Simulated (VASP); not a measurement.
**AlN: single point with PBE**

Crystal: AlN.

```
CELL_PARAMETERS angstrom
3.30473 0.00000 0.00000
0.00000 6.37916 0.00000
-0.94396 0.00000 3.90322
ATOMIC_POSITIONS crystal
Al 0.50000 0.75305 0.50000
Al 0.50000 0.16407 0.50000
Al 0.50000 0.42168 0.00000
N 0.00000 0.37024 0.50000
N 0.50000 0.70502 0.00000
N 0.00000 0.58594 0.50000
```

The cell was generated, and may not be a known phase.

| Quantity | Value |
| --- | --- |
| Program | VASP 6.6.1 |
| Task | single point |
| Functional | PBE |
| Potentials or basis | VASP PAW PBE potentials, release 64 (Al, N) |
| Cutoff | 520 eV |
| k mesh | 6 × 4 × 4 |
| Occupations | gaussian, width 0.1 eV |
| Spin | collinear spin, ferromagnetic start |
| Starting moments | [0.0, 0.0, 0.0, 1.0, 1.0, 1.0] μB |
| Dipole correction | no |
| Further INCAR settings | ALGO = Normal; EDIFF = 1e-07; NBANDS = 25 |

* Pressure: 0.0 GPa
* Largest force: 0.137 eV/Å
* Band gap on the k mesh: zero (filled and empty bands overlap)
* Net moment: 0.00 μB per cell
* Valence electrons inside the program's atomic spheres: Al 0.72, 0.78, 0.82; N 3.71, 3.67, 3.74

Forces in eV/Å, atoms in the order of the input:
```
Al   0.000 -0.025  0.000
Al   0.000  0.013  0.000
Al   0.000 -0.007  0.000
N    0.000 -0.137  0.000
N    0.000  0.021  0.000
N    0.000  0.135  0.000
```

Stress tensor (GPa, compression positive):
```
-0.09  0.00  0.21
 0.00  0.07  0.00
 0.21  0.00 -0.02
```

Levels at points of the mesh, in eV from the Fermi level:
Spin up:
```csv
k point,band 8,band 9,band 10,band 11,band 12,band 13,band 14,band 15,band 16,band 17
"(0.00, 0.00, 0.00)",-3.70,-3.39,-1.65,-0.65,-0.21,1.17,1.87,3.25,3.72,5.74
"(0.50, 0.00, 0.00)",-3.73,-3.33,-1.45,-1.11,-0.42,0.41,1.31,2.18,3.51,5.12
"(0.00, 0.50, 0.00)",-3.78,-2.55,-1.67,-1.55,-0.62,1.35,3.17,3.39,3.72,5.86
"(0.50, 0.50, 0.00)",-3.71,-3.07,-1.57,-0.72,-0.45,-0.27,1.26,1.38,3.76,5.34
"(0.00, 0.00, 0.50)",-3.28,-2.22,-2.13,-1.32,-0.48,0.38,0.98,3.87,4.05,5.99
"(0.50, 0.00, 0.50)",-3.50,-2.85,-2.70,-1.85,-0.16,1.08,2.07,3.23,4.65,5.47
"(0.00, 0.50, 0.50)",-2.80,-2.63,-2.19,-1.35,-0.32,1.20,1.28,2.79,3.78,6.82
"(0.50, 0.50, 0.50)",-3.83,-2.97,-1.40,-1.17,-0.81,1.01,1.21,3.36,4.01,4.43
```
Spin down:
```tsv
k point	band 10	band 11	band 12	band 13	band 14	band 15
(0.00, 0.00, 0.00)	-1.65	-0.65	-0.21	1.17	1.87	3.25
(0.50, 0.00, 0.00)	-1.45	-1.11	-0.42	0.41	1.31	2.18
(0.00, 0.50, 0.00)	-1.67	-1.55	-0.62	1.35	3.17	3.39
(0.50, 0.50, 0.00)	-1.57	-0.72	-0.45	-0.27	1.26	1.38
(0.00, 0.00, 0.50)	-2.13	-1.32	-0.48	0.38	0.98	3.87
(0.50, 0.00, 0.50)	-2.70	-1.85	-0.16	1.08	2.07	3.23
(0.00, 0.50, 0.50)	-2.19	-1.35	-0.32	1.20	1.28	2.79
(0.50, 0.50, 0.50)	-1.40	-1.17	-0.81	1.01	1.21	3.36
```

Wall time 3.9 min on 1 thread of Intel Xeon 8259CL, on a shared host, peak memory 0.29 GiB.

Caveat: the k points lie up to 0.40 Å⁻¹ apart; semilocal functionals underestimate gaps, and a narrow one can read as zero.
